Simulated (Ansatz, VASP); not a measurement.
Two plane-wave programs on Ta

```xyz
1
Lattice="-1.7256 1.6513 1.6513 1.7256 -1.6513 1.6513 1.7256 1.6513 -1.6513" Properties=species:S:1:pos:R:3 pbc="T T T"
Ta    0.0000    0.0000    0.0000
```

Change from the starting cell: strain +0.0450 x Voigt [1, 0, 0, 0, 0, 0], atoms carried along.

Alike in both runs: task single point; functional PBEsol; k mesh 20 × 20 × 20; occupations gaussian, width 0.15 eV; no spin polarisation.

|  | VASP | Ansatz |
| --- | --- | --- |
| version | VASP 6.6.1 | Ansatz 0.2.0 |
| potentials or method | VASP PAW PBE potentials, release 64 (Ta_pv), cutoff 520 eV | scalar-relativistic, plane waves, PAW |
| valence electrons in the cell | 11 | 13 |

```csv
,VASP,Ansatz,Ansatz less VASP
gap on the k mesh at the Fermi level (eV),none,none,-
pressure (GPa),-11.4,-11.5,-0.07
"traceless stress, the component that is largest in VASP (GPa)",-2.87,-2.87,-0.004
```

VASP's potentials were made for PBE, not for PBEsol. A gap of «none» marks a metal or a gap that the smearing closes. VASP's potentials hold 11 valence electrons a cell and Ansatz's 13, so a difference there can come from the potentials and not from the codes.

Spin-orbit coupling is off throughout.
